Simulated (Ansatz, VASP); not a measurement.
# Two plane-wave programs on Cd

The input INCAR:

```
PREC = Accurate
ENCUT = 540
EDIFF = 1E-7
ISMEAR = 0
SIGMA = 0.1
LREAL = False
LASPH = True
NELM = 120
ALGO = Normal
ISIF = 3
LWAVE = False
LCHARG = False
GGA = PE
IBRION = 2
NSW = 100
EDIFFG = -0.005
GGA_COMPAT = False
NELMIN = 4
```

Contents of KPOINTS:

```
regular mesh
0
Gamma
  18 18 18
```

Contents of POSCAR:

```
Cd
1.0
    1.6080291515      0.9283960635      2.4492874100
   -1.6080291515      0.9283960635      2.4492874100
    0.0000000000     -1.8567921270      2.4492874100
Cd
1
Direct
    0.0000000000      0.0000000000      0.0000000000
```

Input for Ansatz:

```yaml
crystal:
  lattice:
    - [1.6080291515, 0.9283960635, 2.44928741]
    - [-1.6080291515, 0.9283960635, 2.44928741]
    - [0.0, -1.856792127, 2.44928741]
  atoms:
    - { symbol: Cd, position: [0.0, 0.0, 0.0] }
basis:
  ecutwfc: 420
kpoints:
  mp_grid: { grid: [18, 18, 18] }
hamiltonian:
  xc: pbe
scf:
  occupations: { method: gaussian, width: 0.1 }
output:
  forces: true
  stress: true
  eigenvalues: true
relax:
  adjacent_minimum: "off"
  f_tol: 0.005
  max_steps: 80
  cell: { stress_tol: 0.05 }
```

Alike in both runs: task relaxation of cell and atoms; functional PBE; k mesh 18 × 18 × 18; occupations gaussian, width 0.1 eV; no spin polarisation.

|  | VASP | Ansatz |
| --- | --- | --- |
| version | VASP 6.6.1 | Ansatz 0.2.0 |
| potentials or method | VASP PAW PBE potentials, release 64 (Cd_sv_GW), cutoff 540 eV | scalar-relativistic, plane waves, PAW |
| valence electrons in the cell | 20 | 20 |

|  | VASP | Ansatz | Ansatz less VASP |
| --- | --- | --- | --- |
| gap on the k mesh at the Fermi level, each at its own relaxed structure (eV) | none | none | - |
| relaxed volume (Å³/atom) | 21.84 | 23.06 | +1.220 |
| relaxed cell length with the largest relative difference (Å) | 3.071 | 3.080 | +0.0091 |

A gap of «none» marks a metal or a gap that the smearing closes. One of these differences is far larger than is usual between the two programs; its cause wasn't traced.
